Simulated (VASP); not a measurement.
Set up this calculation in VASP 6.6.1, as the native input.

| Quantity | Value |
| --- | --- |
| Task | single point |
| Functional | PBE |
| Potentials or basis | VASP PAW PBE potentials, release 64 (Pb_d, S) |
| Cutoff | 520 eV |
| k mesh | 8 × 8 × 8 |
| Occupations | fermi-dirac, width 0.02 eV |
| Spin | no spin polarisation |
| Dipole correction | no |
| Further INCAR settings | ALGO = Normal; EDIFF = 1e-07; NBANDS = 17 |

The structure of PbS lies in POSCAR:

```
PbS
1.0
    0.0000000000      2.9424241730      2.9979949977
    2.9424241730      0.0000000000      2.9979949977
    2.9424241730      2.9424241730      0.0000000000
Pb S
1 1
Direct
    0.0000000000      0.0000000000      0.0000000000
    0.5000000000      0.5000000000      0.5000000000
```

This cell differs from its parent crystal: epitaxial xy strain -1.5%.

These files were run (other wordings do the same):

INCAR

```
PREC     = Accurate       # precision mode
ENCUT    = 520            # plane-wave cutoff, eV
EDIFF    = 1E-7           # SCF threshold, eV
ISMEAR   = -1             # smearing method
SIGMA    = 0.02           # smearing width, eV
LREAL    = False          # projectors in reciprocal space
LASPH    = True           # aspherical terms in the spheres
NELM     = 80             # most SCF steps
ALGO     = Normal         # electronic algorithm
ISIF     = 2              # what is computed and relaxed
LWAVE    = False          # write WAVECAR
LCHARG   = False          # write CHGCAR
GGA      = PE             # functional
NBANDS   = 17             # bands
```

KPOINTS

```
regular mesh
0
Gamma
  8 8 8
```

Potentials or basis: VASP PAW PBE potentials, release 64 (Pb_d, S).

Run with:

```console
$ cat potpaw_PBE.64/Pb_d/POTCAR potpaw_PBE.64/S/POTCAR > POTCAR
$ mpirun -np 1 vasp_std > vasp.out
```

It gave:

```yaml
Pressure: 2.5 GPa
Band_gap_on_the_k_mesh: 0.34 eV, direct
```

Caveat: the cell differs from its parent crystal (epitaxial xy strain -1.5%); spin-orbit coupling is left out, which moves the levels of the heavy elements.

Run time: 57 s on 1 thread of AMD EPYC 7R43 64-Core Processor (Zen 3), on a shared host, peak memory 0.16 GiB.
